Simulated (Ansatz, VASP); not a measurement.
**NaP2 in VASP and in Ansatz**

```xyz
3
Lattice="4.6534 -1.6559 0.0000 4.6534 1.6559 0.0000 -0.5277 0.0000 4.1165" Properties=species:S:1:pos:R:3 pbc="T T T"
Na   -0.2639    0.0000    2.0583
P     6.5017    0.0000    0.5146
P     2.2773    0.0000    3.6019
```

Alike in both runs: functional PBE; k mesh 14 × 14 × 12; occupations gaussian, width 0.1 eV; no spin polarisation.

Ansatz relaxed the structure, and its values are those at the end. VASP's run is a single point on that final structure, the one shown.

|  | VASP | Ansatz |
| --- | --- | --- |
| version | VASP 6.6.1 | Ansatz 0.2.0 |
| potentials or method | VASP PAW PBE potentials, release 64 (Na_pv, P), cutoff 520 eV | scalar-relativistic, plane waves, PAW |
| valence electrons in the cell | 17 | 19 |

```tsv
	VASP	Ansatz	Ansatz less VASP
gap on the k mesh at the Fermi level (eV)	none	none	-
pressure (GPa)	-0.2	0.0	+0.17
rms of the force components (eV/Å)	0.033	0.002	-0.0314
```

A gap of «none» marks a metal or a gap that the smearing closes. With one functional, cell and mesh, what is left measures potentials, basis and numerics. VASP's potentials hold 17 valence electrons a cell and Ansatz's 19, so a difference there can come from the potentials and not from the codes.
